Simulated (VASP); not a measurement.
# Bi (Fd-3m) in VASP: a series of runs

Bi is run at these levels: PBEsol; tasks: single point, relaxation of cell and atoms.

Program: VASP 6.6.1. These are calculated values, not measurements. Logs are shortened: lines on timing, memory, paths and dates and some standing lists are left out, and cuts for length are marked.

### Step 1. The cell of the first run

The structure is cubic, space group Fd-3m (No. 227). Conventional cell: a = 5.023 Å, b = 5.023 Å, c = 5.023 Å, α = 90.00°, β = 90.00°, γ = 90.00°. Bi (site symmetry -43m) has 4 Bi at 2.18 Å within 2.9 Å.

### Step 2. Single point, PBEsol

Contents of INCAR:

```
SYSTEM = Bi
PREC = Accurate
ENCUT = 520
EDIFF = 1E-7
ISMEAR = -1
SIGMA = 0.08
LREAL = .False.
LASPH = .True.
NELM = 60
ALGO = Normal
ISIF = 2
LWAVE = .False.
LCHARG = .False.
GGA = PS
NBANDS = 22
```

Contents of KPOINTS:

```
Automatic mesh
0
Gamma
  13 13 13
  0 0 0
```

Contents of POSCAR:

```
Bi
1.0
    0.0000000000      2.5116536088      2.5116536088
    2.5116536088      0.0000000000      2.5116536088
    2.5116536088      2.5116536088      0.0000000000
Bi
2
Direct
   -0.1250000000     -0.1250000000     -0.1250000000
    0.1250000000      0.1250000000      0.1250000000
```

Potentials or basis: VASP PAW PBE potentials, release 64 (Bi_d).

Launch:

```bash
> cat potpaw_PBE.64/Bi_d/POTCAR > POTCAR
> mpirun -np 1 vasp_std > vasp.out
```

OUTCAR:

```text
SYSTEM = Bi
   PREC = Accurate
   ENCUT = 520
   EDIFF = 1E-7
   ISMEAR = -1
   LREAL = .False.
   LASPH = .True.
   NELM = 60
   ISIF = 2
   GGA = PS

 ion  position               nearest neighbor table
   1  0.875  0.875  0.875-   2 2.18   2 2.18   2 2.18   2 2.18
   2  0.125  0.125  0.125-   1 2.18   1 2.18   1 2.18   1 2.18

  LATTYP: Found a face centered cubic cell.
 ALAT       =     5.0233072176

  Lattice vectors:

 A1 = (   0.0000000000,   2.5116536088,   2.5116536088)
 A2 = (   2.5116536088,   0.0000000000,   2.5116536088)
 A3 = (   2.5116536088,   2.5116536088,   0.0000000000)

Analysis of symmetry for initial positions (statically):
=====================================================================
 Subroutine PRICEL returns:
 Original cell was already a primitive cell.

 Routine SETGRP: Setting up the symmetry group for a
 face centered cubic supercell.

 Subroutine GETGRP returns: Found 48 space group operations
 (whereof 12 operations were pure point group operations)
 out of a pool of 48 trial point group operations.

The static configuration has the point symmetry D_3d.
 The point group associated with its full space group is O_h .

Analysis of symmetry for dynamics (positions and initial velocities):
=====================================================================
 Subroutine PRICEL returns:
 Original cell was already a primitive cell.

 Routine SETGRP: Setting up the symmetry group for a
 face centered cubic supercell.

 Subroutine GETGRP returns: Found 48 space group operations
 (whereof 12 operations were pure point group operations)
 out of a pool of 48 trial point group operations.

The dynamic configuration has the point symmetry D_3d.
 The point group associated with its full space group is O_h .

 Subroutine INISYM returns: Found 48 space group operations
 (whereof 12 operations are pure point group operations),
 and found     1 'primitive' translations

----------------------------------------------------------------------------------------

                                     Primitive cell

  volume of cell :      31.6891

  direct lattice vectors                    reciprocal lattice vectors
     0.000000000  2.511653609  2.511653609    -0.199072037  0.199072037  0.199072037
     2.511653609  0.000000000  2.511653609     0.199072037 -0.199072037  0.199072037
     2.511653609  2.511653609  0.000000000     0.199072037  0.199072037 -0.199072037

  length of vectors
     3.552014598  3.552014598  3.552014598     0.344802882  0.344802882  0.344802882

  position of ions in fractional coordinates (direct lattice)
     0.875000000  0.875000000  0.875000000
     0.125000000  0.125000000  0.125000000

  ion indices of the primitive-cell ions
   primitive index   ion index
                 1           1
                 2           2

----------------------------------------------------------------------------------------

 KPOINTS: Automatic mesh

Automatic generation of k-mesh.
 Grid dimensions read from file:
 generate k-points for:   13   13   13

 Generating k-lattice:

  Cartesian coordinates                     Fractional coordinates (reciprocal lattice)
    -0.015313234  0.015313234  0.015313234     0.076923077  0.000000000  0.000000000
     0.015313234 -0.015313234  0.015313234     0.000000000  0.076923077  0.000000000
     0.015313234  0.015313234 -0.015313234     0.000000000  0.000000000  0.076923077

  Length of vectors
     0.026523299  0.026523299  0.026523299

  Shift w.r.t. Gamma in fractional coordinates (k-lattice)
     0.000000000  0.000000000  0.000000000

 Subroutine IBZKPT returns following result:
 ===========================================

 Found     84 irreducible k-points:

 Following reciprocal coordinates:
            Coordinates               Weight
  0.000000  0.000000  0.000000      1.000000
  0.076923  0.000000  0.000000      8.000000
  0.153846  0.000000  0.000000      8.000000
  0.230769  0.000000  0.000000      8.000000
  0.307692  0.000000  0.000000      8.000000
  0.384615  0.000000  0.000000      8.000000
[... 16 lines left out ...]
  0.384615  0.153846  0.000000     24.000000
  0.461538  0.153846  0.000000     24.000000
 [... further k-points ...]
   k-points           NKPTS =     84   k-points in BZ     NKDIM =     84   number of bands    NBANDS=     22
   number of dos      NEDOS =    301   number of ions     NIONS =      2
   total plane-waves  NPLWV =  21952
   dimension x,y,z NGX =    28 NGY =   28 NGZ =   28
   dimension x,y,z NGXF=    56 NGYF=   56 NGZF=   56
   ions per type =               2
   NGX,Y,Z   is equivalent  to a cutoff of  13.10, 13.10, 13.10 a.u.
   NGXF,Y,Z  is equivalent  to a cutoff of  26.21, 26.21, 26.21 a.u.
 SYSTEM =  Bi
   PREC   = accura    normal or accurate (medium, high low for compatibility)
   ISTART =      0    job   : 0-new  1-cont  2-samecut
   ICHARG =      2    charge: 1-file 2-atom 10-const
   ISPIN  =      1    spin polarized calculation?
   LNONCOLLINEAR =      F non collinear calculations
   LSORBIT =      F    spin-orbit coupling
   LASPH  =      T    aspherical Exc in radial PAW
   ENCUT  =  520.0 eV  38.22 Ry    6.18 a.u.   6.60  6.60  6.60*2*pi/ulx,y,z
   NELM   =     60;   NELMIN=  2; NELMDL= -5     # of ELM steps
   EDIFF  = 0.1E-06   stopping-criterion for ELM
   LREAL  =      F    real-space projection
   EDIFFG = 0.1E-05   stopping-criterion for IOM
   NSW    =      0    number of steps for IOM
   IBRION =     -1    ionic relax: 0-MD 1-quasi-New 2-CG
   NFREE  =      0    steps in history (QN), initial steepest desc. (CG)
   ISIF   =      2    stress and relaxation
   ISYM   =      2    0-nonsym 1-usesym 2-fastsym
   POTIM  = 0.5000    time-step for ionic-motion
   TEBEG  =    0.0;   TEEND  =   0.0 temperature during run
   PSTRESS=    0.0 pullay stress
   NELECT =      30.0000    total number of electrons
   NUPDOWN=      -1.0000    fix difference up-down
   EMIN   =  10.00;   EMAX   =-10.00  energy-range for DOS
   EFERMI =   0.00;   METHOD = LEGACY
   ISMEAR =    -1;   SIGMA  =   0.08  broadening in eV -4-tet -1-fermi 0-gaus
   EFERMI_NEDOS =   21; number of points for ismear=-14 and -15
   IALGO  =     38    algorithm
   IMIX   =      4    mixing-type and parameters
     AMIX     =   0.40;   BMIX     =  1.00
     AMIX_MAG =   1.60;   BMIX_MAG =  1.00
  volume/ion in A,a.u.               =      15.84       106.92
  Fermi-wavevector in a.u.,A,eV,Ry     =   1.607480  3.037696 35.157333  2.583991
  Thomas-Fermi vector in A             =   2.703502
   LORBIT       =      0    0 simple, 1 ext, 2 COOP (PROOUT), +10 PAW based schemes
   GGA     = PS    functional components
   LHFCALC =     F    Hartree Fock is set to
   AEXX    =    0.0000 exact exchange contribution
   IVDW    =     0    specifies the selected vdW correction
   LEPSILON=     F    determine dielectric tensor
   LRPA    =     F    only Hartree local field effects (RPA)
 non-spin polarized calculation
  energy-cutoff  :      520.00
  volume of cell :       31.69
 maximum number of plane-waves:       881
   NGX = 13   NGY = 13   NGZ = 13

 number of electron      30.0000003 magnetization

 Free energy of the ion-electron system (eV)
  ---------------------------------------------------
  ext. energy  EPLUGINS =         0.00000000
  ---------------------------------------------------
  free energy    TOTEN  =        17.84052814 eV

  energy without entropy =       17.86112152  energy(sigma->0) =       17.85082483

 E-fermi :  21.1325     XC(G=0): -13.8355

 val. band max:       21.1164686337   @ k =   0.4615   0.3077   0.0769
 cond. band min:      21.1461001120   @ k =  -0.3077   0.4615   0.1538
 fundamental gap:      0.0296314784
 Fermi energy:        21.1324575188

 k-point     1 :       0.0000    0.0000    0.0000
  band No.  band energies     occupation
      1      -8.4370      2.00000
      2      -8.4370      2.00000
      3      -8.4370      2.00000
      4      -8.1029      2.00000
      5      -8.1029      2.00000
      6      -5.3795      2.00000
[... 14 lines left out ...]
     21      25.6769      0.00000
     22      25.6769      0.00000

 k-point     2 :       0.0769    0.0000    0.0000
  band No.  band energies     occupation
      1      -8.4964      2.00000
      2      -8.4964      2.00000
      3      -8.4366      2.00000
      4      -8.0226      2.00000
      5      -8.0226      2.00000
      6      -5.4646      2.00000
[... 14 lines left out ...]
     21      25.6621      0.00000
     22      25.6621      0.00000

 k-point     3 :       0.1538    0.0000    0.0000
  band No.  band energies     occupation
      1      -8.5907      2.00000
      2      -8.5907      2.00000
      3      -8.4359      2.00000
      4      -7.8741      2.00000
      5      -7.8741      2.00000
      6      -5.6615      2.00000
[... 14 lines left out ...]
     21      25.7297      0.00000
     22      27.2330      0.00000

 k-point     4 :       0.2308    0.0000    0.0000
  band No.  band energies     occupation
      1      -8.6609      2.00000
      2      -8.6609      2.00000
      3      -8.4359      2.00000
      4      -7.7386      2.00000
      5      -7.7386      2.00000
      6      -5.8854      2.00000
[... 14 lines left out ...]
     21      26.1188      0.00000
     22      30.1525      0.00000

 k-point     5 :       0.3077    0.0000    0.0000
  band No.  band energies     occupation
      1      -8.6982      2.00000
      2      -8.6982      2.00000
      3      -8.4371      2.00000
      4      -7.6498      2.00000
      5      -7.6498      2.00000
      6      -6.0860      2.00000
[... 14 lines left out ...]
     21      26.8396      0.00000
     22      33.1089      0.00000

 k-point     6 :       0.3846    0.0000    0.0000
  band No.  band energies     occupation
      1      -8.7100      2.00000
      2      -8.7100      2.00000
      3      -8.4389      2.00000
      4      -7.6116      2.00000
      5      -7.6116      2.00000
      6      -6.2347      2.00000
[... 14 lines left out ...]
     21      28.5687      0.00000
     22      34.7831      0.00000

 k-point     7 :       0.4615    0.0000    0.0000
  band No.  band energies     occupation
      1      -8.7102      2.00000
      2      -8.7102      2.00000
      3      -8.4401      2.00000
      4      -7.6035      2.00000
      5      -7.6035      2.00000
      6      -6.3136      2.00000
[... 324 lines left out ...]
      6      -6.1210      2.00000
[... 14 lines left out ...]
     21      26.6125      0.00000
     22      26.6125      0.00000

 k-point    21 :       0.2308    0.1538    0.0000
  band No.  band energies     occupation
      1      -8.7270      2.00000
      2      -8.5757      2.00000
      3      -8.5301      2.00000
      4      -7.8042      2.00000
      5      -7.4697      2.00000
      6      -6.3571      2.00000
[... 14 lines left out ...]
     21      27.1292      0.00000
     22      28.2814      0.00000

 k-point    22 :       0.3077    0.1538    0.0000
  band No.  band energies     occupation
      1      -8.8052      2.00000
      2      -8.6320      2.00000
      3      -8.4858      2.00000
      4      -7.6767      2.00000
      5      -7.3337      2.00000
      6      -6.5254      2.00000
[... 14 lines left out ...]
     21      28.2344      0.00000
     22      31.1118      0.00000

 k-point    23 :       0.3846    0.1538    0.0000
  band No.  band energies     occupation
      1      -8.8729      2.00000
      2      -8.6804      2.00000
      3      -8.4107      2.00000
      4      -7.5629      2.00000
      5      -7.2758      2.00000
      6      -6.6062      2.00000
[... 14 lines left out ...]
     21      29.6000      0.00000
     22      33.4904      0.00000

 k-point    24 :       0.4615    0.1538    0.0000
  band No.  band energies     occupation
      1      -8.9178      2.00000
      2      -8.7245      2.00000
      3      -8.3220      2.00000
      4      -7.4628      2.00000
      5      -7.3099      2.00000
      6      -6.6170      2.00000
[... 14 lines left out ...]
     21      30.4424      0.00000
     22      33.6694      0.00000

 [... further k-points ...]

------------------------ aborting loop because EDIFF is reached ----------------------------------------

  FORCE on cell =-STRESS in cart. coord.  units (eV):
  Direction    XX          YY          ZZ          XY          YZ          ZX
  --------------------------------------------------------------------------------------
  -------------------------------------------------------------------------------------
  Total       71.3144103     71.3144103     71.3144103     -0.0000000     -0.0000000     -0.0000000
  in kB     3605.6091721   3605.6091721   3605.6091721     -0.0000000     -0.0000000     -0.0000000
  external PRESSURE =    3605.6091721 kB  Pullay stress =       0.0000000 kB

 VOLUME and BASIS-vectors are now :
 -----------------------------------------------------------------------------
  energy-cutoff  :      520.00
  volume of cell :       31.69
      direct lattice vectors                 reciprocal lattice vectors
     0.000000000  2.511653609  2.511653609    -0.199072037  0.199072037  0.199072037
     2.511653609  0.000000000  2.511653609     0.199072037 -0.199072037  0.199072037
     2.511653609  2.511653609  0.000000000     0.199072037  0.199072037 -0.199072037

 POSITION                                       TOTAL-FORCE (eV/Angst)
 -----------------------------------------------------------------------------------
      4.39539      4.39539      4.39539        -0.000000      0.000000      0.000000
      0.62791      0.62791      0.62791         0.000000     -0.000000     -0.000000
 -----------------------------------------------------------------------------------
    total drift:                                0.000000     -0.000000     -0.000000

  FREE ENERGIE OF THE ION-ELECTRON SYSTEM (eV)
  ---------------------------------------------------
  free  energy   TOTEN  =        17.8405281401 eV

  energy  without entropy=       17.8611215151  energy(sigma->0) =       17.85082483
```

Wall time 51 s (1 thread of Intel Xeon Platinum 8259CL at 2.50GHz (Skylake/Cascade Lake), shared host); peak memory 0.18 GiB.

Results:

- Free energy: 17.8405 eV
- Pressure: 360.6 GPa
- Band gap on the k mesh: zero (band 15 reaches 23.05 eV, above the bottom of band 16 at 18.66 eV)

Levels at points of the mesh, in eV from the Fermi level:
```
           k point  band 11  band 12  band 13  band 14  band 15  band 16  band 17  band 18  band 19  band 20
(0.00, 0.00, 0.00)   -24.42    -1.50    -1.50    -1.50    -1.19     0.18     0.18     0.18     0.64     4.54
```

Caveat: the PAW data sets were made with another functional, which shifts forces and pressure a little; spin-orbit coupling is left out, which moves the levels of the heavy elements.

### Step 3. Single point, PBEsol

Contents of INCAR:

```
  PREC = Accurate
  ENCUT = 520
  EDIFF = 1E-6
  ISMEAR = -1
  SIGMA = 0.08
  LREAL = False
  LASPH = True
  NELM = 80
  ALGO = Normal
  ISIF = 2
  LWAVE = False
  LCHARG = True
  GGA = PS
  LELF = True
  LVHAR = True
  NBANDS = 22
```

Contents of KPOINTS:

```
regular mesh
0
Gamma
  13 13 13
```

Contents of POSCAR:

```
Bi
1.0
    0.0000000000      2.5107608760      2.5107608760
    2.5107608760      0.0000000000      2.5107608760
    2.5107608760      2.5107608760      0.0000000000
Bi
2
Direct
   -0.1250000000     -0.1250000000     -0.1250000000
    0.1250000000      0.1250000000      0.1250000000
```

Potentials or basis: VASP PAW PBE potentials, release 64 (Bi_d).

Launch:

```bash
> cat potpaw_PBE.64/Bi_d/POTCAR > POTCAR
> mpirun -np 1 vasp_std > vasp.out
```

OUTCAR:

```text
PREC = Accurate
   ENCUT = 520
   EDIFF = 1E-6
   ISMEAR = -1
   LREAL = False
   LASPH = True
   NELM = 80
   ISIF = 2
   GGA = PS

 ion  position               nearest neighbor table
   1  0.875  0.875  0.875-   2 2.17   2 2.17   2 2.17   2 2.17
   2  0.125  0.125  0.125-   1 2.17   1 2.17   1 2.17   1 2.17

  LATTYP: Found a face centered cubic cell.
 ALAT       =     5.0215217520

  Lattice vectors:

 A1 = (   0.0000000000,   2.5107608760,   2.5107608760)
 A2 = (   2.5107608760,   0.0000000000,   2.5107608760)
 A3 = (   2.5107608760,   2.5107608760,   0.0000000000)
[... 188 lines left out ...]
      4      -8.0900      2.00000
      5      -8.0900      2.00000
      6      -5.3610      2.00000
[... 589 lines left out ...]
     21      30.4721      0.00000
     22      33.6955      0.00000

 [... further k-points ...]
[... 5 lines left out ...]
  --------------------------------------------------------------------------------------
  -------------------------------------------------------------------------------------
  Total       71.4738350     71.4738350     71.4738350      0.0000000     -0.0000000     -0.0000000
  in kB     3617.5256085   3617.5256085   3617.5256085      0.0000000     -0.0000000     -0.0000000
  external PRESSURE =    3617.5256085 kB  Pullay stress =       0.0000000 kB

 VOLUME and BASIS-vectors are now :
 -----------------------------------------------------------------------------
  energy-cutoff  :      520.00
  volume of cell :       31.66
      direct lattice vectors                 reciprocal lattice vectors
     0.000000000  2.510760876  2.510760876    -0.199142820  0.199142820  0.199142820
     2.510760876  0.000000000  2.510760876     0.199142820 -0.199142820  0.199142820
     2.510760876  2.510760876  0.000000000     0.199142820  0.199142820 -0.199142820

 POSITION                                       TOTAL-FORCE (eV/Angst)
 -----------------------------------------------------------------------------------
      4.39383      4.39383      4.39383        -0.000000     -0.000000     -0.000000
      0.62769      0.62769      0.62769         0.000000      0.000000      0.000000
 -----------------------------------------------------------------------------------
    total drift:                                0.000000     -0.000000     -0.000000

  FREE ENERGIE OF THE ION-ELECTRON SYSTEM (eV)
  ---------------------------------------------------
  free  energy   TOTEN  =        17.9167020811 eV

  energy  without entropy=       17.9373135101  energy(sigma->0) =       17.92700780
```

OSZICAR:

```text
N       E                     dE             d eps       ncg     rms          rms(c)
DAV:   1     0.338099385094E+03    0.33810E+03   -0.16224E+04  3830   0.217E+03
DAV:   2     0.435219097680E+02   -0.29458E+03   -0.28660E+03  3738   0.500E+02
DAV:   3     0.178794070825E+02   -0.25643E+02   -0.25172E+02  4352   0.153E+02
DAV:   4     0.170655569120E+02   -0.81385E+00   -0.81107E+00  4424   0.273E+01
DAV:   5     0.170277847896E+02   -0.37772E-01   -0.37768E-01  5544   0.552E+00    0.506E+00
DAV:   6     0.175966625602E+02    0.56888E+00   -0.10181E-01  6060   0.301E+00    0.285E+00
DAV:   7     0.179140076442E+02    0.31735E+00   -0.14650E-01  6038   0.375E+00    0.231E-01
DAV:   8     0.179166688879E+02    0.26612E-02   -0.82589E-03  4712   0.743E-01    0.360E-02
DAV:   9     0.179166993310E+02    0.30443E-04   -0.28298E-04  4594   0.159E-01    0.157E-02
DAV:  10     0.179166971074E+02   -0.22236E-05   -0.19188E-05  5674   0.322E-02    0.625E-03
DAV:  11     0.179167019927E+02    0.48853E-05   -0.89544E-07  3108   0.129E-02    0.588E-04
DAV:  12     0.179167020811E+02    0.88407E-07   -0.37875E-07  2802   0.720E-03
   1 F= 0.17916702E+02 E0= 0.17927008E+02  d E =-.206114E-01
```

Wall time 60 s (1 thread of Intel Xeon Platinum 8259CL at 2.50GHz (Skylake/Cascade Lake), shared host); peak memory 0.18 GiB.

What came out:

```yaml
Free_energy: 17.9167 eV
Pressure: 361.8 GPa
Band_gap_on_the_k_mesh: zero (band 15 reaches 23.07 eV, above the bottom of band 16 at 18.69 eV)
```

Caveat: the PAW data sets were made with another functional, which shifts forces and pressure a little; spin-orbit coupling is left out, which moves the levels of the heavy elements.

(Part 1 of 2 ends here.)
